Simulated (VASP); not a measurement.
# Ag (I4/mmm) in VASP: notebook, part 3 of 3

VASP 6.6.1. Earlier steps stand in the parts before.

## Step 5: Electric field gradients, PBE (equal xx and yy strain of +1 %)

Contents of INCAR:

```
ALGO = Normal
EDIFF = 1E-8
ENCUT = 400
GGA = PE
GGA_COMPAT = False
ISIF = 2
ISMEAR = -1
LASPH = True
LCHARG = False
LEFG = True
LREAL = False
LWAVE = False
NBANDS = 12
NELM = 120
PREC = Accurate
SIGMA = 0.05
```

Contents of KPOINTS:

```
k-points
0
Gamma
  15 15 15
```

Contents of POSCAR:

```
Ag
1.0
    0.0000000000      2.0635310000      2.0431000000
    2.0635310000      0.0000000000      2.0431000000
    2.0635310000      2.0635310000      0.0000000000
Ag
1
Direct
    0.0000000000      0.0000000000      0.0000000000
```

Potentials or basis: VASP PAW PBE potentials, release 64 (Ag).

The run is started by

```sh
> cat potpaw_PBE.64/Ag/POTCAR > POTCAR
> mpirun -np 1 vasp_std > vasp.out
```

OUTCAR:

```text
EDIFF = 1E-8
   ENCUT = 400
   GGA = PE
   ISIF = 2
   ISMEAR = -1
   LASPH = True
   LREAL = False
   NELM = 120
   PREC = Accurate

 ion  position               nearest neighbor table
   1  0.000  0.000  0.000-

  LATTYP: Found a body centered tetragonal cell.
 ALAT       =     2.9182735266
 C/A-ratio  =     1.4002114479

  Lattice vectors:

 A1 = (   0.0000000000,  -2.0635310000,  -2.0431000000)
 A2 = (   0.0000000000,   2.0635310000,  -2.0431000000)
 A3 = (   2.0635310000,   0.0000000000,   2.0431000000)

Analysis of symmetry for initial positions (statically):
=====================================================================
 Subroutine PRICEL returns:
 Original cell was already a primitive cell.

 Routine SETGRP: Setting up the symmetry group for a
 body centered tetragonal supercell.

 Subroutine GETGRP returns: Found 16 space group operations
 (whereof 16 operations were pure point group operations)
 out of a pool of 16 trial point group operations.

The static configuration has the point symmetry D_4h.

Analysis of symmetry for dynamics (positions and initial velocities):
=====================================================================
 Subroutine PRICEL returns:
 Original cell was already a primitive cell.

 Routine SETGRP: Setting up the symmetry group for a
 body centered tetragonal supercell.

 Subroutine GETGRP returns: Found 16 space group operations
 (whereof 16 operations were pure point group operations)
 out of a pool of 16 trial point group operations.

The dynamic configuration has the point symmetry D_4h.

 Subroutine INISYM returns: Found 16 space group operations
 (whereof 16 operations are pure point group operations),
 and found     1 'primitive' translations

----------------------------------------------------------------------------------------

                                     Primitive cell

  volume of cell :      17.3997

  direct lattice vectors                    reciprocal lattice vectors
     0.000000000  2.063531000  2.043100000    -0.242303120  0.242303120  0.244726151
     2.063531000  0.000000000  2.043100000     0.242303120 -0.242303120  0.244726151
     2.063531000  2.063531000  0.000000000     0.242303120  0.242303120 -0.244726151

  length of vectors
     2.903862565  2.903862565  2.918273527     0.421084900  0.421084900  0.421084900

  position of ions in fractional coordinates (direct lattice)
     0.000000000  0.000000000  0.000000000

  ion indices of the primitive-cell ions
   primitive index   ion index
                 1           1

----------------------------------------------------------------------------------------

 KPOINTS: k-points

Automatic generation of k-mesh.
 Grid dimensions read from file:
 generate k-points for:   15   15   15

 Generating k-lattice:
[... 65 lines left out ...]
   NSW    =      0    number of steps for IOM
   IBRION =     -1    ionic relax: 0-MD 1-quasi-New 2-CG
   NFREE  =      0    steps in history (QN), initial steepest desc. (CG)
   ISIF   =      2    stress and relaxation
   ISYM   =      2    0-nonsym 1-usesym 2-fastsym
   POTIM  = 0.5000    time-step for ionic-motion
   TEBEG  =    0.0;   TEEND  =   0.0 temperature during run
   PSTRESS=    0.0 pullay stress
   NELECT =      11.0000    total number of electrons
   NUPDOWN=      -1.0000    fix difference up-down
   EMIN   =  10.00;   EMAX   =-10.00  energy-range for DOS
   EFERMI =   0.00;   METHOD = LEGACY
   ISMEAR =    -1;   SIGMA  =   0.05  broadening in eV -4-tet -1-fermi 0-gaus
   EFERMI_NEDOS =   21; number of points for ismear=-14 and -15
   IALGO  =     38    algorithm
   IMIX   =      4    mixing-type and parameters
     AMIX     =   0.40;   BMIX     =  1.00
     AMIX_MAG =   1.60;   BMIX_MAG =  1.00
  volume/ion in A,a.u.               =      17.40       117.42
  Fermi-wavevector in a.u.,A,eV,Ry     =   1.405050  2.655160 26.860162  1.974166
  Thomas-Fermi vector in A             =   2.527550
   LORBIT       =      0    0 simple, 1 ext, 2 COOP (PROOUT), +10 PAW based schemes
   GGA     = PE    functional components
   LHFCALC =     F    Hartree Fock is set to
   AEXX    =    0.0000 exact exchange contribution
   IVDW    =     0    specifies the selected vdW correction
   LEPSILON=     F    determine dielectric tensor
   LRPA    =     F    only Hartree local field effects (RPA)
 non-spin polarized calculation
  energy-cutoff  :      400.00
  volume of cell :       17.40
 maximum number of plane-waves:       331
   NGX =  9   NGY =  9   NGZ =  9

 number of electron      10.9999996 magnetization

 Free energy of the ion-electron system (eV)
  ---------------------------------------------------
  ext. energy  EPLUGINS =         0.00000000
  ---------------------------------------------------
  free energy    TOTEN  =        -2.71223107 eV

  energy without entropy =       -2.70876885  energy(sigma->0) =       -2.71049996

 E-fermi :   8.2874     XC(G=0): -12.0896

 val. band max:        8.2742912225   @ k =  -0.2667   0.2667   0.0667
 cond. band min:       8.2981263589   @ k =  -0.3333   0.0000   0.2000
 fundamental gap:      0.0238351364
 Fermi energy:         8.2873876341

 k-point     1 :       0.0000    0.0000    0.0000
  band No.  band energies     occupation
      1       0.5313      2.00000
      2       3.3936      2.00000
      3       3.3936      2.00000
      4       3.4545      2.00000
      5       4.3795      2.00000
      6       4.4407      2.00000
      7      24.1329      0.00000
      8      27.5481      0.00000
      9      27.5481      0.00000
     10      27.6718      0.00000
     11      32.3467      0.00000
     12      33.2837      0.00000
[... 331 lines left out ...]
 k-point    24 :       0.2000    0.1333    0.0000
  band No.  band energies     occupation
      1       1.6604      2.00000
      2       3.0626      2.00000
      3       3.7555      2.00000
      4       3.7737      2.00000
      5       4.1988      2.00000
      6       4.5727      2.00000
      7      23.0556      0.00000
      8      24.6869      0.00000
      9      24.9877      0.00000
     10      26.5795      0.00000
     11      30.1625      0.00000
     12      33.1578      0.00000

 [... further k-points ...]
[... 5 lines left out ...]
  --------------------------------------------------------------------------------------
  -------------------------------------------------------------------------------------
  Total        0.2072128      0.2072128      0.2035593      0.0000000     -0.0000000     -0.0000000
  in kB       19.0803125     19.0803125     18.7439002      0.0000000     -0.0000000     -0.0000000
  external PRESSURE =      18.9681751 kB  Pullay stress =       0.0000000 kB

 VOLUME and BASIS-vectors are now :
 -----------------------------------------------------------------------------
  energy-cutoff  :      400.00
  volume of cell :       17.40
      direct lattice vectors                 reciprocal lattice vectors
     0.000000000  2.063531000  2.043100000    -0.242303120  0.242303120  0.244726151
     2.063531000  0.000000000  2.043100000     0.242303120 -0.242303120  0.244726151
     2.063531000  2.063531000  0.000000000     0.242303120  0.242303120 -0.244726151

 POSITION                                       TOTAL-FORCE (eV/Angst)
 -----------------------------------------------------------------------------------
      0.00000      0.00000      0.00000         0.000000      0.000000      0.000000
 -----------------------------------------------------------------------------------
    total drift:                                0.000000      0.000000      0.000000

  FREE ENERGIE OF THE ION-ELECTRON SYSTEM (eV)
  ---------------------------------------------------
  free  energy   TOTEN  =        -2.7122310732 eV

  energy  without entropy=       -2.7087688462  energy(sigma->0) =       -2.71049996

 Electric field gradients (V/A^2)
---------------------------------------------------------------------
 ion       V_xx      V_yy      V_zz      V_xy      V_xz      V_yz
---------------------------------------------------------------------
   1      -0.537    -0.537     1.074    -0.000    -0.001    -0.001
---------------------------------------------------------------------

 Electric field gradients after diagonalization (V/A^2)
 (convention: |V_zz| > |V_xx| > |V_yy|)
----------------------------------------------------------------------
 ion       V_xx      V_yy      V_zz     asymmetry (V_yy - V_xx)/ V_zz
----------------------------------------------------------------------
   1      -0.537    -0.537     1.074       0.000
----------------------------------------------------------------------

           NMR quadrupolar parameters

 Cq : quadrupolar parameter    Cq=e*Q*V_zz/h
 eta: asymmetry parameters     (V_yy - V_xx)/ V_zz
 Q  : nuclear electric quadrupole moment in mb (millibarn)
----------------------------------------------------------------------
 ion       Cq(MHz)       eta       Q (mb)
----------------------------------------------------------------------
   1       0.003       0.000       1.000
----------------------------------------------------------------------
```

OSZICAR:

```text
N       E                     dE             d eps       ncg     rms          rms(c)
DAV:   1     0.416807866085E+02    0.41681E+02   -0.46413E+03  7240   0.657E+02
DAV:   2    -0.235608103860E+01   -0.44037E+02   -0.41711E+02  8096   0.167E+02
DAV:   3    -0.296248144784E+01   -0.60640E+00   -0.60609E+00  8108   0.207E+01
DAV:   4    -0.296431570734E+01   -0.18343E-02   -0.18342E-02  8072   0.120E+00
DAV:   5    -0.296433045396E+01   -0.14747E-04   -0.14747E-04  8188   0.962E-02    0.495E+00
DAV:   6    -0.272249953242E+01    0.24183E+00   -0.96390E-01  7488   0.872E+00    0.323E+00
DAV:   7    -0.271500048504E+01    0.74990E-02   -0.82700E-03  8080   0.843E-01    0.184E+00
DAV:   8    -0.271221824290E+01    0.27822E-02   -0.69116E-04  7760   0.193E-01    0.876E-02
DAV:   9    -0.271222632957E+01   -0.80867E-05   -0.97317E-06  8116   0.234E-02    0.266E-02
DAV:  10    -0.271223151553E+01   -0.51860E-05   -0.41652E-06  7848   0.188E-02    0.604E-03
DAV:  11    -0.271223111685E+01    0.39867E-06   -0.10666E-07  8228   0.268E-03    0.731E-04
DAV:  12    -0.271223107090E+01    0.45952E-07   -0.37487E-09  5400   0.542E-04    0.640E-05
DAV:  13    -0.271223107316E+01   -0.22626E-08   -0.99923E-11  4248   0.953E-05
   1 F= -.27122311E+01 E0= -.27105000E+01  d E =-.346223E-02
```

Run time: 25 s. Hardware: 1 thread of Intel Xeon 6975P-C, shared host; peak memory 0.16 GiB.

Results:

```
Free energy : -2.7122 eV
Pressure    : 1.9 GPa
```

Levels at points of the mesh, in eV from the Fermi level:
```tsv
k point	band 4	band 5	band 6	band 7	band 8	band 9
(0.00, 0.00, 0.00)	-4.83	-3.91	-3.85	15.85	19.26	19.26
```

Electric field gradients, principal values (V/Å²):
| atom | least | middle | greatest (by size) |
| --- | --- | --- | --- |
| 1 Ag | -0.537 | -0.537 | 1.074 |

Caveat: the cell differs from its parent crystal (equal xx and yy strain of +1 %); without QUAD_EFG the Cq values of the log hold for a quadrupole moment of 1 mb, not for the nuclei.
